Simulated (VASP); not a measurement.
Wanted: the native input for a VASP 6.6.1 run.

* Task: single point
* Functional: PBE
* Potentials or basis: VASP PAW PBE potentials, release 64 (Sn_d, O, F)
* Cutoff: 520 eV
* k mesh: 1 × 1 × 1, shifted
* Occupations: fermi-dirac, width 0.01 eV
* Spin: collinear spin
* Starting moments: [0.0, 0.0, 0.0, 0.0, 0.0, 0.0, 0.0, 0.0, 0.0, 0.38, 0.03, 0.0, 0.3, 0.0, 0.03, 0.0, 0.01, 0.0, 0.0, 0.01, 0.0, 0.05, 0.0, 0.0, 0.26] μB
* Fixed moment: 1 μB
* Dipole correction: no
* Further INCAR settings: LREAL = Auto; ALGO = Normal; EDIFF = 1e-06; NBANDS = 130; ISYM = -1

The structure of Sn8O16F (a cell with a defect) lies in POSCAR:

```
Sn8O16F
1.0
    4.8274600300      4.8274600300      0.0000000000
   -4.8274600300      4.8274600300      0.0000000000
    0.0000000000      0.0000000000      6.4759066800
Sn O F
8 16 1
Direct
    0.0099353490      0.5039580825      0.2443728852
    0.4894065379     -0.0042045920      0.2447331437
   -0.0070207728     -0.0020962369     -0.0075240429
    0.5061658688      0.5014766533     -0.0075161676
    0.0028451815      0.5041640914      0.7444846318
    0.4963768701     -0.0043723821      0.7446344177
   -0.0069068412     -0.0016987194      0.4966394914
    0.5062852897      0.5018421665      0.4966237407
    0.0004975701      0.8109815463      0.2447993892
    0.5544537880      0.3058514189      0.2447385483
   -0.0557155312      0.1938741065      0.2443648555
    0.4990176998      0.6888173034      0.2443225448
    0.3010990233     -0.0192957579     -0.0111967333
    0.8134169886      0.5084814757     -0.0051873817
    0.1981218890      0.5196584714     -0.0115753675
    0.6860561205     -0.0062559814     -0.0050687883
   -0.0124273427      0.8095280905      0.7444281146
    0.4999329844      0.3039576694      0.7447472977
   -0.0005537073      0.1958127036      0.7444064960
    0.5116152148      0.6902445550      0.7446876921
    0.3011560926     -0.0196962791      0.5006486597
    0.8132264122      0.5060029466      0.4941589121
    0.1981988445      0.5191346970      0.5003469259
    0.6858656477     -0.0086892485      0.4943409716
    0.2492007168      0.2499329860      0.2444598229
```

These files were run (other wordings do the same):

INCAR

```
SYSTEM = Sn8O16F
  PREC = Accurate
  ENCUT = 520
  EDIFF = 1E-6
  ISMEAR = -1
  SIGMA = 0.01
  LREAL = Auto
  LASPH = .TRUE.
  NELM = 200
  ALGO = Normal
  ISIF = 2
  LWAVE = .FALSE.
  LCHARG = .FALSE.
  ISPIN = 2
  MAGMOM = 0 0 0 0 0 0 0 0 0 0.38 0.03 0 0.3 0 0.03 0 0.01 0 0 0.01 0 0.05 0 0 0.26
  LORBIT = 11
  NUPDOWN = 1.0
  GGA = PE
  NBANDS = 130
  GGA_COMPAT = .FALSE.
  ISYM = -1
```

KPOINTS

```
explicit points
1
Reciprocal
  0.25000000   0.25000000   0.25000000 1
```

Potentials or basis: VASP PAW PBE potentials, release 64 (Sn_d, O, F).

Command:

```console
$ cat potpaw_PBE.64/Sn_d/POTCAR potpaw_PBE.64/O/POTCAR potpaw_PBE.64/F/POTCAR > POTCAR
$ mpirun -np 1 vasp_std > vasp.out
```

Results of the run:

```
Pressure                                              : 3.2 GPa
Largest force                                         : 0.044 eV/Å
Net moment                                            : 1.00 μB per cell
Site moments                                          : Sn -0.01, -0.00, +0.00 (each value once); O +0.00, +0.29, -0.00, +0.01 (each value once); F +0.32 μB
Valence electrons inside the program's atomic spheres : Sn 12.18, 12.23, 12.28 (each value once); O 5.05, 4.97, 5.04, 5.06, 5.03 (each value once); F 6.04
```

Caveat: the total moment is fixed, so each spin has its own Fermi level and the state may be an excited one.

Wall time 120 s on 1 thread of AMD EPYC 9R45 (Zen 5) (shared host), peak memory 0.45 GiB.
